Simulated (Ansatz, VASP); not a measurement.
**InSb: VASP beside Ansatz**

The input INCAR:

```
ALGO = Normal
EDIFF = 1E-6
ENCUT = 520
GGA = CA
ISIF = 2
ISMEAR = -1
LASPH = T
LCHARG = F
LREAL = F
LWAVE = F
NBANDS = 16
NELM = 60
PREC = Accurate
SIGMA = 0.03
```

File KPOINTS:

```
k-points
0
Gamma
  10 10 10
```

File POSCAR:

```
InSb
1.0
    0.0000000000      3.2605516185      3.2605516185
    3.2605516185      0.0000000000      3.2605516185
    3.2605516185      3.2605516185      0.0000000000
In Sb
1 1
Direct
    0.0000000000      0.0000000000      0.0000000000
    0.7500000000      0.7500000000      0.7500000000
```

Input for Ansatz:

```yaml
crystal:
  lattice:
    - [0.0, 3.2605516185, 3.2605516185]
    - [3.2605516185, 0.0, 3.2605516185]
    - [3.2605516185, 3.2605516185, 0.0]
  atoms:
    - { symbol: In, position: [0.0, 0.0, 0.0] }
    - { symbol: Sb, position: [0.75, 0.75, 0.75] }
kpoints:
  mp_grid: { grid: [10, 10, 10] }
  band_path:
    path:
      - [0.0, 0.0, 0.0]
      - [-0.5, -0.5, 0.0]
      - [-0.375, -0.375, 0.25]
      - [-0.375, 0.0, 0.375]
      - [0.0, 0.0, 0.0]
      - [0.0, 0.0, 0.5]
      - [-0.5, -0.25, 0.25]
      - [-0.5, -0.5, 0.0]
    npoints: 5
scf:
  occupations: { method: fermi_dirac, width: 0.03 }
hamiltonian:
  xc: lda
  pseudopotentials: { kind: all_electron, lapw: { basis_error: 0.00025 } }
output:
  forces: true
  stress: true
  eigenvalues: true
```

Change from the starting cell: volume scaled by 1.02.

Alike in both runs: task single point; functional LDA; k mesh 10 × 10 × 10; occupations fermi-dirac, width 0.03 eV; no spin polarisation.

|  | VASP | Ansatz |
| --- | --- | --- |
| version | VASP 6.6.1 | Ansatz 0.2.0 |
| potentials or method | VASP PAW LDA potentials, release 64 (In_d, Sb), cutoff 520 eV | all-electron LAPW, scalar-relativistic |

```csv
,VASP,Ansatz,Ansatz less VASP
pressure (GPa),-1.3,-1.4,-0.06
```

LDA's correlation is that of Perdew and Zunger in VASP and of Perdew and Wang (1992) in Ansatz. Ansatz ran all-electron here, and VASP with PAW potentials.

Neither program's run includes spin-orbit coupling.
